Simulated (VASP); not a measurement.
# Si4O in VASP: a series of runs

Runs on Si4O. Level: PBE+D3(BJ). Tasks: single point.

All numbers are computed with VASP 6.6.1; they aren't measurements. Logs are shortened: lines on timing, memory, paths and dates and some standing lists are left out, and cuts for length are marked.

## Step 1: The cell of the first run

The cell holds a slab with vacuum, 5 atoms: a = 3.833 Å, b = 3.833 Å, c = 21.203 Å, α = 90.00°, β = 90.00°, γ = 90.00°.

## Step 2: Single point, PBE+D3(BJ), collinear spin, ferromagnetic start

The input, INCAR:

```
SYSTEM = Si4O
  PREC = Accurate
  ENCUT = 520
  EDIFF = 1E-7
  ISMEAR = 0
  SIGMA = 0.05
  LREAL = .FALSE.
  LASPH = .TRUE.
  NELM = 150
  ALGO = Normal
  ISIF = 2
  LWAVE = .FALSE.
  LCHARG = .FALSE.
  ISPIN = 2
  MAGMOM = 0 0 0 0 2
  LORBIT = 11
  LDIPOL = .TRUE.
  IDIPOL = 3
  DIPOL = 0.5 0.5 0.326
  GGA = PE
  IVDW = 12
  NBANDS = 23
```

The input, KPOINTS:

```
Automatic mesh
0
G
  7 7 1
  0 0 0
```

The input, POSCAR:

```
Si4O
1.0
    3.8333442603      0.0000000000      0.0000000000
    0.0000000000      3.8333442603      0.0000000000
    0.0000000000      0.0000000000     21.2034818054
Si O
4 1
Direct
    0.0000000000      0.5000000000      0.1886482624
    0.0000000000      0.0000000000      0.2525666261
    0.5000000000      0.0000000000      0.3191936744
    0.5000000000      0.5000000000      0.3821769405
    0.6250000000      1.0000000000      0.4859334849
```

Potentials or basis: VASP PAW PBE potentials, release 64 (Si, O).

Started as:

```sh
cat potpaw_PBE.64/Si/POTCAR potpaw_PBE.64/O/POTCAR > POTCAR
mpirun -np 1 vasp_std > vasp.out
```

OUTCAR:

```text
SYSTEM = Si4O
   PREC = Accurate
   ENCUT = 520
   EDIFF = 1E-7
   ISMEAR = 0
   LREAL = .FALSE.
   LASPH = .TRUE.
   NELM = 150
   ISIF = 2
   ISPIN = 2
   LORBIT = 11
   GGA = PE
   IVDW = 12
 IVDW          = 12

 ion  position               nearest neighbor table
   1  0.000  0.500  0.189-   2 2.35   2 2.35
   2  0.000  0.000  0.253-   1 2.35   1 2.35   3 2.38   3 2.38
   3  0.500  0.000  0.319-   4 2.34   4 2.34   2 2.38   2 2.38
   4  0.500  0.500  0.382-   3 2.34   3 2.34
   5  0.625  0.000  0.486-

  LATTYP: Found a simple tetragonal cell.
 ALAT       =     3.8333442603
 C/A-ratio  =     5.5313273125

  Lattice vectors:

 A1 = (   3.8333442603,   0.0000000000,   0.0000000000)
 A2 = (   0.0000000000,   3.8333442603,   0.0000000000)
 A3 = (   0.0000000000,   0.0000000000,  21.2034818054)

Analysis of symmetry for initial positions (statically):
=====================================================================
 Subroutine PRICEL returns:
 Original cell was already a primitive cell.

 Routine SETGRP: Setting up the symmetry group for a
 simple tetragonal supercell.

 Subroutine GETGRP returns: Found  2 space group operations
 (whereof  2 operations were pure point group operations)
 out of a pool of 16 trial point group operations.

The static configuration has the point symmetry C_1h.

Analysis of symmetry for dynamics (positions and initial velocities):
=====================================================================
 Subroutine PRICEL returns:
 Original cell was already a primitive cell.

 Routine SETGRP: Setting up the symmetry group for a
 simple tetragonal supercell.

 Subroutine GETGRP returns: Found  2 space group operations
 (whereof  2 operations were pure point group operations)
 out of a pool of 16 trial point group operations.

The dynamic configuration has the point symmetry C_1h.

Analysis of structural, dynamic, and magnetic symmetry:
=====================================================================
 Subroutine PRICEL returns:
 Original cell was already a primitive cell.

 Routine SETGRP: Setting up the symmetry group for a
 simple tetragonal supercell.

 Subroutine GETGRP returns: Found  2 space group operations
 (whereof  2 operations were pure point group operations)
 out of a pool of 16 trial point group operations.

The overall configuration has the point symmetry C_1h.

 Subroutine INISYM returns: Found  2 space group operations
 (whereof  2 operations are pure point group operations),
 and found     1 'primitive' translations

----------------------------------------------------------------------------------------

                                     Primitive cell

  volume of cell :     311.5752

  direct lattice vectors                    reciprocal lattice vectors
     3.833344260  0.000000000  0.000000000     0.260868822  0.000000000  0.000000000
     0.000000000  3.833344260  0.000000000     0.000000000  0.260868822  0.000000000
     0.000000000  0.000000000 21.203481805     0.000000000  0.000000000  0.047162066

  length of vectors
     3.833344260  3.833344260 21.203481805     0.260868822  0.260868822  0.047162066

  position of ions in fractional coordinates (direct lattice)
     0.000000000  0.500000000  0.188648262
     0.000000000  0.000000000  0.252566626
     0.500000000  0.000000000  0.319193674
     0.500000000  0.500000000  0.382176941
     0.625000000  0.000000000  0.485933485

  ion indices of the primitive-cell ions
   primitive index   ion index
                 1           1
                 2           2
                 3           3
                 4           4
                 5           5

----------------------------------------------------------------------------------------

 KPOINTS: Automatic mesh

[... 26 lines left out ...]
  0.000000  0.142857  0.000000      2.000000
  0.285714  0.000000  0.000000      2.000000
  0.000000  0.285714  0.000000      2.000000
  0.428571  0.000000  0.000000      2.000000
[... 8 lines left out ...]
 -0.285714  0.428571  0.000000      4.000000
  0.428571  0.428571  0.000000      4.000000
   k-points           NKPTS =     16   k-points in BZ     NKDIM =     16   number of bands    NBANDS=     23
   number of dos      NEDOS =    301   number of ions     NIONS =      5
   total plane-waves  NPLWV = 144000
   dimension x,y,z NGX =    30 NGY =   30 NGZ =  160
   dimension x,y,z NGXF=    60 NGYF=   60 NGZF=  320
   ions per type =               4   1
   NGX,Y,Z   is equivalent  to a cutoff of  13.01, 13.01, 12.54 a.u.
   NGXF,Y,Z  is equivalent  to a cutoff of  26.02, 26.02, 25.09 a.u.
 SYSTEM =  Si4O
   PREC   = accura    normal or accurate (medium, high low for compatibility)
   ISTART =      0    job   : 0-new  1-cont  2-samecut
   ICHARG =      2    charge: 1-file 2-atom 10-const
   ISPIN  =      2    spin polarized calculation?
   LNONCOLLINEAR =      F non collinear calculations
   LSORBIT =      F    spin-orbit coupling
   LASPH  =      T    aspherical Exc in radial PAW
   ENCUT  =  520.0 eV  38.22 Ry    6.18 a.u.   7.13  7.13 39.42*2*pi/ulx,y,z
   NELM   =    150;   NELMIN=  2; NELMDL= -5     # of ELM steps
   EDIFF  = 0.1E-06   stopping-criterion for ELM
   LREAL  =      F    real-space projection
   EDIFFG = 0.1E-05   stopping-criterion for IOM
   NSW    =      0    number of steps for IOM
   IBRION =     -1    ionic relax: 0-MD 1-quasi-New 2-CG
   NFREE  =      0    steps in history (QN), initial steepest desc. (CG)
   ISIF   =      2    stress and relaxation
   ISYM   =      2    0-nonsym 1-usesym 2-fastsym
   POTIM  = 0.5000    time-step for ionic-motion
   TEBEG  =    0.0;   TEEND  =   0.0 temperature during run
   PSTRESS=    0.0 pullay stress
   NELECT =      22.0000    total number of electrons
   NUPDOWN=      -1.0000    fix difference up-down
   EMIN   =  10.00;   EMAX   =-10.00  energy-range for DOS
   EFERMI =   0.00;   METHOD = LEGACY
   ISMEAR =     0;   SIGMA  =   0.05  broadening in eV -4-tet -1-fermi 0-gaus
   EFERMI_NEDOS =   21; number of points for ismear=-14 and -15
   IALGO  =     38    algorithm
   IMIX   =      4    mixing-type and parameters
     AMIX     =   0.40;   BMIX     =  1.00
     AMIX_MAG =   1.60;   BMIX_MAG =  1.00
  volume/ion in A,a.u.               =      62.32       420.52
  Fermi-wavevector in a.u.,A,eV,Ry     =   0.676646  1.278675  6.229423  0.457850
  Thomas-Fermi vector in A             =   1.754020
   LORBIT       =     11    0 simple, 1 ext, 2 COOP (PROOUT), +10 PAW based schemes
   GGA     = PE    functional components
   LHFCALC =     F    Hartree Fock is set to
   AEXX    =    0.0000 exact exchange contribution
   IVDW    =    12    specifies the selected vdW correction
   LEPSILON=     F    determine dielectric tensor
   LRPA    =     F    only Hartree local field effects (RPA)
 spin polarized calculation
 Gauss-broadening in eV      SIGMA  =   0.05
  energy-cutoff  :      520.00
  volume of cell :      311.58
 maximum number of plane-waves:      8422
 NGX is ok and might be reduce to    30
   NGX = 15   NGY = 15   NGZ = 79

 dipolmoment           0.000000      0.000000     -0.013416 electrons x Angstroem

 number of electron      22.0000005 magnetization       1.3235358

 dipolmoment           0.000000      0.000000      0.196636 electrons x Angstroem

 Free energy of the ion-electron system (eV)
  ---------------------------------------------------
  ext. energy  EPLUGINS =         0.00000000
  ---------------------------------------------------
  free energy    TOTEN  =       -20.73432170 eV

  energy without entropy =      -20.73061738  energy(sigma->0) =      -20.73246954

 E-fermi :  -3.0576     XC(G=0):  -3.7486

 val. band max:       -3.0616417676   @ k =   0.0000   0.2857   0.0000
 cond. band min:      -3.0459944853   @ k =   0.2857   0.0000   0.0000
 fundamental gap:      0.0156472822
 Fermi energy:        -3.0576436011

 spin component 1

 k-point     1 :       0.0000    0.0000    0.0000
  band No.  band energies     occupation
      1     -20.1941      1.00000
      2     -14.0626      1.00000
      3     -11.8937      1.00000
      4      -8.5668      1.00000
      5      -5.9927      1.00000
      6      -5.3301      1.00000
[... 405 lines left out ...]
     22       5.6441      0.00000
     23       6.0313      0.00000
 Fermi energy:        -3.0576436011

 spin component 2

 k-point     1 :       0.0000    0.0000    0.0000
  band No.  band energies     occupation
      1     -17.7282      1.00000
      2     -14.0825      1.00000
      3     -11.9177      1.00000
      4      -8.5876      1.00000
      5      -5.1695      1.00000
      6      -4.8986      1.00000
[... 405 lines left out ...]
     22       5.6275      0.00000
     23       6.0246      0.00000

------------------------ aborting loop because EDIFF is reached ----------------------------------------

 vacuum level on the upper side and lower side of the slab       (xc-potential included)         1.170        -1.189

 Edisp (eV)   -1.00129

 E8    (eV) :    -0.4262

  FORCE on cell =-STRESS in cart. coord.  units (eV):
  Direction    XX          YY          ZZ          XY          YZ          ZX
  --------------------------------------------------------------------------------------
  -------------------------------------------------------------------------------------
  Total      -4.25284    -2.44525    -3.68247     0.00000     0.00000    -0.70832
  in kB     -21.86891   -12.57392   -18.93592     0.00000     0.00000    -3.64232
  external pressure =      -17.79 kB  Pullay stress =        0.00 kB

 VOLUME and BASIS-vectors are now :
 -----------------------------------------------------------------------------
  energy-cutoff  :      520.00
  volume of cell :      311.58
      direct lattice vectors                 reciprocal lattice vectors
     3.833344260  0.000000000  0.000000000     0.260868822  0.000000000  0.000000000
     0.000000000  3.833344260  0.000000000     0.000000000  0.260868822  0.000000000
     0.000000000  0.000000000 21.203481805     0.000000000  0.000000000  0.047162066

 POSITION                                       TOTAL-FORCE (eV/Angst)
 -----------------------------------------------------------------------------------
      0.00000      1.91667      4.00000         0.009681      0.000000      0.044529
      0.00000      0.00000      5.35529         0.038511      0.000000      0.107710
      1.91667      0.00000      6.76802         0.015358      0.000000      0.093426
      1.91667      1.91667      8.10348         0.182801      0.000000      1.141612
      2.39584      0.00000     10.30348        -0.246352      0.000000     -1.387276
 -----------------------------------------------------------------------------------
    total drift:                               -0.000092     -0.000000      0.000006

  FREE ENERGIE OF THE ION-ELECTRON SYSTEM (eV)
  ---------------------------------------------------
  free  energy   TOTEN  =       -21.7356078544 eV

  energy  without entropy=      -21.7319035319  energy(sigma->0) =      -21.73375569

 vacuum level on the upper side and lower side of the slab         4.657         2.229

 total charge

# of ion       s       p       d       tot
------------------------------------------
    1        0.865   0.720   0.000   1.586
    2        0.775   0.892   0.000   1.668
    3        0.782   0.885   0.000   1.667
    4        0.848   0.678   0.000   1.526
    5        1.617   2.987   0.000   4.604
--------------------------------------------------
tot          4.887   6.164   0.000  11.051

 magnetization (x)

# of ion       s       p       d       tot
------------------------------------------
    1        0.003   0.010   0.000   0.013
    2       -0.000  -0.008   0.000  -0.008
    3        0.001  -0.000   0.000   0.001
    4        0.001  -0.051   0.000  -0.049
    5        0.012   1.136   0.000   1.147
--------------------------------------------------
tot          0.017   1.087   0.000   1.104
```

It took 42 min on 1 thread of Intel Xeon 8259CL, shared host; peak memory 0.61 GiB.

Results:

```yaml
Free_energy: -21.7356 eV
Largest_force: 1.409 eV/Å
Net_moment: 1.32 μB per cell
Site_moments: Si +0.01, -0.01, +0.00, -0.05; O +1.15 μB
Valence_electrons_inside_the_program's_atomic_spheres: Si 1.59, 1.67, 1.53 (each value once); O 4.60
Dispersion_energy_per_atom: -0.200 eV
```

Forces in eV/Å, atoms in the order of the input:
```
Si   0.010  0.000  0.045
Si   0.039  0.000  0.108
Si   0.015  0.000  0.093
Si   0.183  0.000  1.142
O   -0.246  0.000 -1.387
```

Levels at points of the mesh, in eV from the Fermi level:
Spin up:
```tsv
k point	band 9	band 10	band 11	band 12	band 13	band 14
(0.00, 0.00, 0.00)	-1.55	-1.19	-0.62	0.68	1.26	1.73
```
Spin down:
```csv
k point,band 7,band 8,band 9,band 10,band 11,band 12,band 13,band 14
"(0.00, 0.00, 0.00)",-1.81,-0.77,-0.32,-0.08,0.78,0.87,1.34,1.70
```

## Step 3: Single point, PBE+D3(BJ), collinear spin, ferromagnetic start

The input, INCAR:

```
SYSTEM = Si4O
PREC = Accurate
ENCUT = 520
EDIFF = 1E-6
ISMEAR = 0
SIGMA = 0.05
LREAL = .False.
LASPH = .True.
NELM = 150
ALGO = Normal
ISIF = 2
LWAVE = .False.
LCHARG = .False.
ISPIN = 2
MAGMOM = 0 0 0 0 2
LORBIT = 11
LDIPOL = .True.
IDIPOL = 3
DIPOL = 0.5 0.5 0.326
GGA = PE
IVDW = 12
NBANDS = 23
```

The input, KPOINTS:

```
Automatic mesh
0
Gamma
  7 7 1
  0 0 0
```

POSCAR, as its differences from that of step 2:

```diff
@@ -12,2 +12,2 @@
     0.5000000000      0.5000000000      0.3821769405
-    0.6250000000      1.0000000000      0.4859334849
+    1.0000000000      0.6250000000      0.4859334849
```

Potentials or basis: VASP PAW PBE potentials, release 64 (Si, O).

Started as:

```sh
cat potpaw_PBE.64/Si/POTCAR potpaw_PBE.64/O/POTCAR > POTCAR
mpirun -np 1 vasp_std > vasp.out
```

Run time: 18 min. Hardware: 1 thread of Intel Xeon 8259CL, shared host; peak memory 0.59 GiB.

Results (log left out):

| Property | Result |
| --- | --- |
| Free energy | -22.0186 eV |
| Largest force | 1.788 eV/Å |
| Net moment | 1.24 μB per cell |
| Site moments | Si -0.04, -0.01, -0.02 (each value once); O +1.16 μB |
| Valence electrons inside the program's atomic spheres | Si 1.59, 1.67, 1.53 (each value once); O 4.60 |
| Dispersion energy per atom | -0.200 eV |

Forces on the atoms (eV/Å):
```
Si   0.000  0.038 -0.109
Si   0.000  0.032  0.312
Si   0.000 -0.115  0.094
Si   0.000  0.432  1.449
O    0.000 -0.387 -1.746
```

Levels at points of the mesh, in eV from the Fermi level:
Spin up:
```
           k point  band 7  band 8  band 9  band 10  band 11  band 12  band 13  band 14  band 15  band 16
(0.00, 0.00, 0.00)   -2.18   -1.95   -1.72    -1.18    -0.74     0.60     1.22     1.65     1.86     2.93
```
Spin down:
```
           k point  band 7  band 8  band 9  band 10  band 11  band 12  band 13  band 14
(0.00, 0.00, 0.00)   -1.92   -0.80   -0.50    -0.44     0.68     0.76     1.21     1.63
```
